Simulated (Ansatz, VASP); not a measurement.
## TaSi: VASP beside Ansatz

File INCAR:

```
ALGO = Normal ; EDIFF = 1E-8
ENCUT = 520 ; GGA = PE
ISIF = 2 ; ISMEAR = -1
LASPH = T ; LCHARG = F
LEFG = T ; LREAL = F
LWAVE = F ; NBANDS = 14
NELM = 60 ; PREC = Accurate
SIGMA = 0.08
```

KPOINTS

```
k-points
0
Gamma
  10 10 10
```

Contents of POSCAR:

```
TaSi
1.0
    0.0000000000      2.8997263023      2.8563393293
    2.8997263023      0.0000000000      2.8563393293
    2.8997263023      2.8997263023      0.0000000000
Ta Si
1 1
Direct
    0.0000000000      0.0000000000      0.0000000000
    0.2500000000      0.2500000000      0.2500000000
```

Input for Ansatz:

```yaml
crystal:
  lattice:
    - [0.0, 2.8997263023, 2.8563393293]
    - [2.8997263023, 0.0, 2.8563393293]
    - [2.8997263023, 2.8997263023, 0.0]
  atoms:
    - { symbol: Ta, position: [0.0, 0.0, 0.0] }
    - { symbol: Si, position: [0.25, 0.25, 0.25] }
kpoints:
  mp_grid: { grid: [10, 10, 10] }
scf:
  occupations: { method: fermi_dirac, width: 0.08 }
hamiltonian:
  xc: pbe
  pseudopotentials: { kind: paw }
output:
  forces: true
  stress: true
  eigenvalues: true
  efg: { contact_densities: true }
```

Change from the starting cell: z stretched by -1 % at fixed volume, PAW files.

Alike in both runs: task electric field gradients; functional PBE; k mesh 10 × 10 × 10; occupations fermi-dirac, width 0.08 eV; no spin polarisation.

|  | VASP | Ansatz |
| --- | --- | --- |
| version | VASP 6.6.1 | Ansatz 0.2.0 |
| potentials or method | VASP PAW PBE potentials, release 64 (Ta_pv, Si) | PAW with Ansatz's default frozen-core files, scalar-relativistic |
| plane-wave cutoff (eV) | 520 | 420 |
| valence electrons in the cell | 15 | 17 |

VASP gave:

```
pressure (GPa)                                                : 0.0
traceless stress, the component that is largest in VASP (GPa) : 0.07
size of Vzz on the site where it differs most (V/Å²)          : 8.1
```

Task: What did Ansatz give for the same quantities?

Result: Pressure (GPa): 0.0; traceless stress, the component that is largest in VASP (GPa): 0.06; size of Vzz on the site where it differs most (V/Å²): 10.9.

VASP's potentials hold 15 valence electrons a cell and Ansatz's 17, so a difference there can come from the potentials and not from the codes.

Spin-orbit coupling is off throughout.
